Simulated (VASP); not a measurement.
# Zr4Cl (R-3m) in VASP: further runs

The runs below take Zr4Cl through single point, relaxation of cell and atoms, with PBE.

Everything below comes from runs of VASP 6.6.1. Logs are shortened: lines on timing, memory, paths and dates and some standing lists are left out, and cuts for length are marked.

### Step 1. The cell of the first run

The structure is trigonal, space group R-3m (No. 166). Conventional cell: a = 5.752 Å, b = 5.752 Å, c = 14.994 Å, α = 90.00°, β = 90.00°, γ = 120.00°. Zr (site symmetry 2/m) has 2 Cl at 2.88 Å and 6 Zr at 2.88 to 3.00 Å within 3.8 Å. Zr (site symmetry -3m) has 6 Zr at 3.00 Å and 6 Cl at 4.16 Å within 4.2 Å. Cl (site symmetry -3m) has 6 Zr at 2.88 Å within 3.8 Å.

The cell was generated, and may not be a known phase.

### Step 2. Single point, PBE

Contents of INCAR:

```
ALGO     = Normal         # electronic algorithm
EDIFF    = 1E-6           # SCF threshold, eV
ENCUT    = 520            # plane-wave cutoff, eV
GGA      = PE             # functional
ISIF     = 2              # what is computed and relaxed
ISMEAR   = 0              # smearing method
LASPH    = T              # aspherical terms in the spheres
LCHARG   = F              # write CHGCAR
LREAL    = F              # projectors in reciprocal space
LWAVE    = F              # write WAVECAR
NBANDS   = 36             # bands
NELM     = 60             # most SCF steps
PREC     = Accurate       # precision mode
SIGMA    = 0.1            # smearing width, eV
```

Contents of KPOINTS:

```
k-points
0
Gamma
  6 6 6
```

Contents of POSCAR:

```
Zr4Cl
1.0
    2.8761564478      1.6605496994      4.9980162854
   -2.8761564478      1.6605496994      4.9980162854
    0.0000000000     -3.3210993988      4.9980162854
Zr Cl
4 1
Direct
    0.0000000000      0.0000000000      0.5000000000
    0.5000000000      0.0000000000      0.0000000000
    0.0000000000      0.5000000000      0.0000000000
    0.0000000000      0.0000000000      0.0000000000
    0.5000000000      0.5000000000      0.5000000000
```

Potentials or basis: VASP PAW PBE potentials, release 64 (Zr_sv, Cl).

Started as:

```
$ cat potpaw_PBE.64/Zr_sv/POTCAR potpaw_PBE.64/Cl/POTCAR > POTCAR
$ mpirun -np 1 vasp_std > vasp.out
```

OUTCAR:

```text
EDIFF = 1E-6
   ENCUT = 520
   GGA = PE
   ISIF = 2
   ISMEAR = 0
   LASPH = T
   LREAL = F
   NELM = 60
   PREC = Accurate

 ion  position               nearest neighbor table
   1  0.000  0.000  0.500-   5 2.88   5 2.88   3 2.88   2 2.88   2 2.88   3 2.88   4 3.00   4 3.00

   2  0.500  0.000  0.000-   3 2.88   3 2.88   1 2.88   5 2.88   1 2.88   5 2.88   4 3.00   4 3.00

   3  0.000  0.500  0.000-   2 2.88   2 2.88   1 2.88   1 2.88   5 2.88   5 2.88   4 3.00   4 3.00

   4  0.000  0.000  0.000-   2 3.00   3 3.00   3 3.00   2 3.00   1 3.00   1 3.00
   5  0.500  0.500  0.500-   1 2.88   1 2.88   2 2.88   2 2.88   3 2.88   3 2.88

  LATTYP: Found a trigonal (rhomboedric) cell.
 ALAT       =     6.0008222774
 COS(alpha) =     0.5405550550

  Lattice vectors:

 A1 = (   2.8761564478,   1.6605496994,   4.9980162854)
 A2 = (  -2.8761564478,   1.6605496994,   4.9980162854)
 A3 = (   0.0000000000,  -3.3210993988,   4.9980162854)

Analysis of symmetry for initial positions (statically):
=====================================================================
 Subroutine PRICEL returns:
 Original cell was already a primitive cell.

 Routine SETGRP: Setting up the symmetry group for a
 trigonal (rhombohedral) supercell.

 Subroutine GETGRP returns: Found 12 space group operations
 (whereof 12 operations were pure point group operations)
 out of a pool of 12 trial point group operations.

The static configuration has the point symmetry D_3d.

Analysis of symmetry for dynamics (positions and initial velocities):
=====================================================================
 Subroutine PRICEL returns:
 Original cell was already a primitive cell.

 Routine SETGRP: Setting up the symmetry group for a
 trigonal (rhombohedral) supercell.

 Subroutine GETGRP returns: Found 12 space group operations
 (whereof 12 operations were pure point group operations)
 out of a pool of 12 trial point group operations.

The dynamic configuration has the point symmetry D_3d.

 Subroutine INISYM returns: Found 12 space group operations
 (whereof 12 operations are pure point group operations),
 and found     1 'primitive' translations

----------------------------------------------------------------------------------------

                                     Primitive cell

  volume of cell :     143.2232

  direct lattice vectors                    reciprocal lattice vectors
     2.876156448  1.660549699  4.998016285     0.173843116  0.100368370  0.066693127
    -2.876156448  1.660549699  4.998016285    -0.173843116  0.100368370  0.066693127
     0.000000000 -3.321099399  4.998016285     0.000000000 -0.200736740  0.066693127

  length of vectors
     6.000822277  6.000822277  6.000822277     0.211525913  0.211525913  0.211525913

  position of ions in fractional coordinates (direct lattice)
     0.000000000  0.000000000  0.500000000
     0.500000000  0.000000000  0.000000000
     0.000000000  0.500000000  0.000000000
     0.000000000  0.000000000  0.000000000
     0.500000000  0.500000000  0.500000000

  ion indices of the primitive-cell ions
   primitive index   ion index
                 1           1
                 2           2
                 3           3
                 4           4
                 5           5

----------------------------------------------------------------------------------------

 KPOINTS: k-points

Automatic generation of k-mesh.
 Grid dimensions read from file:
 generate k-points for:    6    6    6

 Generating k-lattice:

  Cartesian coordinates                     Fractional coordinates (reciprocal lattice)
     0.028973853  0.016728062  0.011115521     0.166666667  0.000000000  0.000000000
    -0.028973853  0.016728062  0.011115521     0.000000000  0.166666667  0.000000000
     0.000000000 -0.033456123  0.011115521     0.000000000  0.000000000  0.166666667

  Length of vectors
     0.035254319  0.035254319  0.035254319

  Shift w.r.t. Gamma in fractional coordinates (k-lattice)
     0.000000000  0.000000000  0.000000000

 Subroutine IBZKPT returns following result:
 ===========================================

 Found     32 irreducible k-points:

 Following reciprocal coordinates:
            Coordinates               Weight
  0.000000  0.000000  0.000000      1.000000
  0.166667 -0.000000  0.000000      6.000000
  0.333333  0.000000 -0.000000      6.000000
  0.500000 -0.000000 -0.000000      3.000000
  0.166667  0.166667  0.000000      6.000000
  0.333333  0.166667  0.000000     12.000000
[... 16 lines left out ...]
  0.500000  0.500000  0.166667      6.000000
 -0.333333  0.500000  0.166667     12.000000
 [... further k-points ...]
   k-points           NKPTS =     32   k-points in BZ     NKDIM =     32   number of bands    NBANDS=     36
   number of dos      NEDOS =    301   number of ions     NIONS =      5
   total plane-waves  NPLWV = 110592
   dimension x,y,z NGX =    48 NGY =   48 NGZ =   48
   dimension x,y,z NGXF=    96 NGYF=   96 NGZF=   96
   ions per type =               4   1
   NGX,Y,Z   is equivalent  to a cutoff of  13.30, 13.30, 13.30 a.u.
   NGXF,Y,Z  is equivalent  to a cutoff of  26.60, 26.60, 26.60 a.u.
 SYSTEM =  unknown system
   PREC   = accura    normal or accurate (medium, high low for compatibility)
   ISTART =      0    job   : 0-new  1-cont  2-samecut
   ICHARG =      2    charge: 1-file 2-atom 10-const
   ISPIN  =      1    spin polarized calculation?
   LNONCOLLINEAR =      F non collinear calculations
   LSORBIT =      F    spin-orbit coupling
   LASPH  =      T    aspherical Exc in radial PAW
   ENCUT  =  520.0 eV  38.22 Ry    6.18 a.u.  11.16 11.16 11.16*2*pi/ulx,y,z
   NELM   =     60;   NELMIN=  2; NELMDL= -5     # of ELM steps
   EDIFF  = 0.1E-05   stopping-criterion for ELM
   LREAL  =      F    real-space projection
   EDIFFG = 0.1E-04   stopping-criterion for IOM
   NSW    =      0    number of steps for IOM
[... 5 lines left out ...]
   TEBEG  =    0.0;   TEEND  =   0.0 temperature during run
   PSTRESS=    0.0 pullay stress
   NELECT =      55.0000    total number of electrons
   NUPDOWN=      -1.0000    fix difference up-down
   EMIN   =  10.00;   EMAX   =-10.00  energy-range for DOS
   EFERMI =   0.00;   METHOD = LEGACY
   ISMEAR =     0;   SIGMA  =   0.10  broadening in eV -4-tet -1-fermi 0-gaus
   EFERMI_NEDOS =   21; number of points for ismear=-14 and -15
   IALGO  =     38    algorithm
   IMIX   =      4    mixing-type and parameters
     AMIX     =   0.40;   BMIX     =  1.00
     AMIX_MAG =   1.60;   BMIX_MAG =  1.00
  volume/ion in A,a.u.               =      28.64       193.30
  Fermi-wavevector in a.u.,A,eV,Ry     =   1.189939  2.248658 19.265229  1.415954
  Thomas-Fermi vector in A             =   2.326035
   LORBIT       =      0    0 simple, 1 ext, 2 COOP (PROOUT), +10 PAW based schemes
   GGA     = PE    functional components
   LHFCALC =     F    Hartree Fock is set to
   AEXX    =    0.0000 exact exchange contribution
   IVDW    =     0    specifies the selected vdW correction
   LEPSILON=     F    determine dielectric tensor
   LRPA    =     F    only Hartree local field effects (RPA)
 non-spin polarized calculation
 Gauss-broadening in eV      SIGMA  =   0.10
  energy-cutoff  :      520.00
  volume of cell :      143.22
 maximum number of plane-waves:      3879
 NGX is ok and might be reduce to    48
   NGX = 23   NGY = 23   NGZ = 23

 number of electron      54.9999999 magnetization

 Free energy of the ion-electron system (eV)
  ---------------------------------------------------
  ext. energy  EPLUGINS =         0.00000000
  ---------------------------------------------------
  free energy    TOTEN  =       -31.76202538 eV

  energy without entropy =      -31.72268458  energy(sigma->0) =      -31.74235498

 E-fermi :   5.8048     XC(G=0):  -9.4263

 val. band max:        5.7977174539   @ k =  -0.3333   0.3333   0.0000
 cond. band min:       5.8075319129   @ k =  -0.3333   0.1667   0.1667
 fundamental gap:      0.0098144589
 Fermi energy:         5.8047968194

 k-point     1 :       0.0000    0.0000    0.0000
  band No.  band energies     occupation
      1     -43.0098      2.00000
      2     -42.8331      2.00000
      3     -42.6620      2.00000
      4     -42.6620      2.00000
      5     -21.9379      2.00000
      6     -21.4456      2.00000
[... 28 lines left out ...]
     35       9.1257      0.00000
     36       9.1389      0.00000

 k-point     2 :       0.1667   -0.0000    0.0000
  band No.  band energies     occupation
      1     -43.0013      2.00000
      2     -42.8280      2.00000
      3     -42.6765      2.00000
      4     -42.6620      2.00000
      5     -21.8632      2.00000
      6     -21.4311      2.00000
[... 28 lines left out ...]
     35       9.0346      0.00000
     36       9.1109      0.00000

 k-point     3 :       0.3333    0.0000   -0.0000
  band No.  band energies     occupation
      1     -42.9837      2.00000
      2     -42.8105      2.00000
      3     -42.7135      2.00000
      4     -42.6622      2.00000
      5     -21.7144      2.00000
      6     -21.3574      2.00000
[... 28 lines left out ...]
     35       8.8047      0.00000
     36       8.8421      0.00000

 k-point     4 :       0.5000   -0.0000   -0.0000
  band No.  band energies     occupation
      1     -42.9746      2.00000
      2     -42.7900      2.00000
      3     -42.7439      2.00000
      4     -42.6622      2.00000
      5     -21.6557      2.00000
      6     -21.3004      2.00000
[... 28 lines left out ...]
     35       8.2526      0.00000
     36       8.9990      0.00000

 k-point     5 :       0.1667    0.1667    0.0000
  band No.  band energies     occupation
      1     -42.9976      2.00000
      2     -42.8320      2.00000
      3     -42.6763      2.00000
      4     -42.6620      2.00000
      5     -21.8447      2.00000
      6     -21.4338      2.00000
[... 655 lines left out ...]
 k-point    22 :      -0.1667    0.3333    0.1667
  band No.  band energies     occupation
      1     -42.9701      2.00000
      2     -42.7990      2.00000
      3     -42.7396      2.00000
      4     -42.6623      2.00000
      5     -21.5579      2.00000
      6     -21.3675      2.00000
[... 28 lines left out ...]
     35       8.0760      0.00000
     36       8.5306      0.00000

 k-point    23 :       0.5000    0.5000    0.1667
  band No.  band energies     occupation
      1     -42.9523      2.00000
      2     -42.8490      2.00000
      3     -42.7074      2.00000
      4     -42.6623      2.00000
      5     -21.5520      2.00000
      6     -21.3492      2.00000
[... 28 lines left out ...]
     35       7.5517      0.00000
     36       7.6096      0.00000

 k-point    24 :      -0.3333    0.5000    0.1667
  band No.  band energies     occupation
      1     -42.9540      2.00000
      2     -42.8238      2.00000
      3     -42.7314      2.00000
      4     -42.6624      2.00000
      5     -21.4497      2.00000
      6     -21.3223      2.00000
[... 28 lines left out ...]
     35       7.6666      0.00000
     36       7.9102      0.00000

 [... further k-points ...]

------------------------ aborting loop because EDIFF is reached ----------------------------------------

  FORCE on cell =-STRESS in cart. coord.  units (eV):
  Direction    XX          YY          ZZ          XY          YZ          ZX
  --------------------------------------------------------------------------------------
  -------------------------------------------------------------------------------------
  Total        0.3376780      0.3376780     -0.0111640     -0.0000000      0.0000000      0.0000000
  in kB        3.7774613      3.7774613     -0.1248871     -0.0000000      0.0000000      0.0000000
  external PRESSURE =       2.4766785 kB  Pullay stress =       0.0000000 kB

 VOLUME and BASIS-vectors are now :
 -----------------------------------------------------------------------------
  energy-cutoff  :      520.00
  volume of cell :      143.22
      direct lattice vectors                 reciprocal lattice vectors
     2.876156448  1.660549699  4.998016285     0.173843116  0.100368370  0.066693127
    -2.876156448  1.660549699  4.998016285    -0.173843116  0.100368370  0.066693127
     0.000000000 -3.321099399  4.998016285     0.000000000 -0.200736740  0.066693127

 POSITION                                       TOTAL-FORCE (eV/Angst)
 -----------------------------------------------------------------------------------
      0.00000     -1.66055      2.49901        -0.000000      0.000000      0.000000
      1.43808      0.83027      2.49901         0.000000      0.000000     -0.000000
     -1.43808      0.83027      2.49901        -0.000000     -0.000000     -0.000000
      0.00000      0.00000      0.00000         0.000000     -0.000000     -0.000000
      0.00000      0.00000      7.49702         0.000000     -0.000000      0.000000
 -----------------------------------------------------------------------------------
    total drift:                               -0.000000     -0.000000      0.000000

  FREE ENERGIE OF THE ION-ELECTRON SYSTEM (eV)
  ---------------------------------------------------
  free  energy   TOTEN  =       -31.7620253832 eV

  energy  without entropy=      -31.7226845835  energy(sigma->0) =      -31.74235498
```

It took 2.7 min on 1 thread of Intel Xeon Platinum 8488C (Sapphire Rapids), shared host; peak memory 0.38 GiB.

What came out:

* Free energy: -31.7620 eV
* Pressure: 0.2 GPa
* Band gap on the k mesh: zero (an odd number of electrons rules out a gap without spin polarisation)

Stress tensor (GPa, compression positive):
```
 0.38  0.00  0.00
 0.00  0.38  0.00
 0.00  0.00 -0.01
```

### Step 3. Relaxation of cell and atoms, PBE

This run uses another cell than the first one, of 18.74 Å³/atom.

Contents of INCAR:

```
  ALGO = Normal
  EDIFF = 1E-6
  EDIFFG = -0.04
  ENCUT = 600
  GGA = PE
  IBRION = 2
  ISIF = 3
  ISMEAR = 0
  LASPH = True
  LCHARG = False
  LREAL = False
  LWAVE = False
  NELM = 100
  NSW = 90
  PREC = Accurate
  SIGMA = 0.1
```

KPOINTS is that of step 2.

POSCAR: that of step 2 with these lines changed.

```diff
@@ -2,5 +2,5 @@
 1.0
-    2.8761564478      1.6605496994      4.9980162854
-   -2.8761564478      1.6605496994      4.9980162854
-    0.0000000000     -3.3210993988      4.9980162854
+    2.4714845800      1.4269122900      4.4283386200
+   -2.4714845800      1.4269122900      4.4283386200
+    0.0000000000     -2.8538245800      4.4283386200
 Zr Cl
```

Potentials or basis: VASP PAW PBE potentials, release 64 (Zr_sv, Cl).

Started as:

```
$ cat potpaw_PBE.64/Zr_sv/POTCAR potpaw_PBE.64/Cl/POTCAR > POTCAR
$ mpirun -np 1 vasp_std > vasp.out
```

Run time: 11 min. Hardware: 1 thread of Intel Xeon Platinum 8488C (Sapphire Rapids), shared host; peak memory 0.32 GiB.

The run converged. Its results:

| Property | Result |
| --- | --- |
| Free energy | -31.7441 eV |
| Relaxed volume | 28.64 Å³/atom |
| Relaxed cell | a = 5.973 Å, b = 5.973 Å, c = 5.973 Å, α = 57.83°, β = 57.83°, γ = 57.83° |
| Space group after relaxing (to 0.1 Å) | R-3m (No. 166) |
| Energy gained by relaxing | 1107.1 meV/atom |
| Ionic steps | 7 |
| Pressure after relaxing | 0.2 GPa |
| Band gap on the k mesh | zero (an odd number of electrons rules out a gap without spin polarisation) |

The path:
| step | energy change (eV) | largest force (eV/Å) | pressure (GPa) | volume (Å³) |
| --- | --- | --- | --- | --- |
| 1 | 0.0000 | 0.0000 | 51.32 | 93.70 |
| 2 | -3.5339 | 0.0000 | -8.51 | 199.97 |
| 3 | -5.5267 | 0.0000 | 0.19 | 142.59 |
| 4 | -5.5260 | 0.0000 | -0.17 | 143.70 |
| 5 | -5.5304 | 0.0000 | 0.06 | 143.13 |
| 6 | -5.5327 | 0.0000 | 0.42 | 142.25 |
| 7 | -5.5353 | 0.0000 | 0.17 | 143.21 |

Final structure:
```xyz
5
Lattice="2.8883 1.6676 4.9555 -2.8883 1.6676 4.9555 0.0000 -3.3351 4.9555" Properties=species:S:1:pos:R:3 pbc="T T T"
Zr    0.0000   -1.6676    2.4778
Zr    1.4441    0.8338    2.4778
Zr    1.4441    2.5013    7.4333
Zr    0.0000    0.0000    0.0000
Cl    0.0000    0.0000    7.4333
```

Levels at points of the mesh, in eV from the Fermi level:
```tsv
k point	band 25	band 26	band 27	band 28	band 29	band 30
(0.00, 0.00, 0.00)	-1.96	-1.11	-1.11	-0.58	-0.58	0.33
(0.50, 0.00, 0.00)	-0.70	-0.64	0.20	0.47	0.49	0.55
(0.50, 0.50, 0.00)	-0.28	-0.16	-0.13	0.13	0.65	0.86
(0.50, 0.50, 0.50)	-0.64	-0.31	-0.31	0.04	0.56	0.58
```

Caveat: the volume moved by over 15 % at a fixed basis, so the end points are rough.
